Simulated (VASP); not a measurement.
Write the native input for VASP 6.6.1 that does the following.

| Property | Result |
| --- | --- |
| Task | relaxation of cell and atoms |
| Functional | PBE |
| Potentials or basis | VASP PAW PBE potentials, release 64 (Sn_d, Sb) |
| Cutoff | 600 eV |
| k mesh | 6 × 6 × 4 |
| Occupations | gaussian, width 0.1 eV |
| Spin | no spin polarisation |
| Dipole correction | no |
| Further INCAR settings | ALGO = Fast; EDIFF = 1e-07; IBRION = 2; EDIFFG = -0.04; NSW = 90; ISIF = 3 |

The structure of Sn3Sb2 lies in POSCAR:

```
Sn3Sb2
1.0
    4.5858302078      0.0000000000      0.0000000000
   -2.2929151039      3.9714454574      0.0000000000
    0.0000000000      0.0000000000      7.1348068969
Sn Sb
3 2
Direct
    0.0000000000      0.0000000000      0.0000000000
    0.3333333333      0.6666666667      0.6450000000
    0.6666666667      0.3333333333      0.3550000000
    0.3333333333      0.6666666667      0.2450000000
    0.6666666667      0.3333333333      0.7550000000
```

One way to write it, as run:

INCAR

```
SYSTEM = Sn3Sb2
PREC = Accurate ; ENCUT = 600
EDIFF = 1E-7 ; ISMEAR = 0
SIGMA = 0.1 ; LREAL = .False.
LASPH = .True. ; NELM = 100
ALGO = Fast ; ISIF = 3
LWAVE = .False. ; LCHARG = .False.
GGA = PE ; IBRION = 2
NSW = 90 ; EDIFFG = -0.04
```

KPOINTS

```
regular mesh
0
Gamma
  6 6 4
  0 0 0
```

Potentials or basis: VASP PAW PBE potentials, release 64 (Sn_d, Sb).

Launch:

```bash
$ cat potpaw_PBE.64/Sn_d/POTCAR potpaw_PBE.64/Sb/POTCAR > POTCAR
$ mpirun -np 1 vasp_std > vasp.out
```

Results of the run:

```
Relaxed volume                        : 31.48 Å³/atom
Relaxed cell                          : a = 5.321 Å, b = 5.321 Å, c = 6.418 Å, α = 90.00°, β = 90.00°, γ = 120.00°
Space group after relaxing (to 0.1 Å) : P-3m1 (No. 164)
Energy gained by relaxing             : 442.1 meV/atom
Ionic steps                           : 25
Pressure after relaxing               : 0.0 GPa
Largest force after relaxing          : 0.027 eV/Å
Band gap on the k mesh                : zero (bands 26 and 27 overlap by 1.91 eV)
```

Caveat: the volume moved by over 15 % at a fixed basis, so the end points are rough; spin-orbit coupling is left out, which moves the levels of the heavy elements.

Wall time 29 min on 1 thread of Intel(R) Xeon(R) Platinum 8559C (Emerald Rapids), with other jobs on the host, peak memory 0.38 GiB.
